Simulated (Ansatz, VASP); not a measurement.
## C in VASP and in Ansatz

```
C
1.0
     0.00000    1.85728    1.91085
     1.58940    0.00000    1.91085
     1.58940    1.85728    0.00000
C
2
Direct
  0.50000 0.50000 0.50000
  0.75000 0.75000 0.75000
```

Change from the starting cell: strain +e along x and -e along y -0.0750, strain +e along z and -e/2 along x and y +0.0700.

Alike in both runs: task single point; functional PBE; k mesh 12 × 12 × 12; occupations gaussian, width 0.05 eV; no spin polarisation.

```csv
,VASP,Ansatz
version,VASP 6.6.1,Ansatz 0.2.0
potentials or method,"VASP PAW PBE potentials, release 64 (C), cutoff 520 eV","scalar-relativistic, plane waves, PAW"
valence electrons in the cell,8,8
```

VASP gave:

- gap on the k mesh at the Fermi level (eV): 0.12
- least direct gap on the mesh (eV): 3.07
- pressure (GPa): 5.3
- traceless stress, the component that is largest in VASP (GPa): 87.39

What did Ansatz give for the same quantities?

gap on the k mesh at the Fermi level (eV): 0.13; least direct gap on the mesh (eV): 3.07; pressure (GPa): 4.7; traceless stress, the component that is largest in VASP (GPa): 87.41.
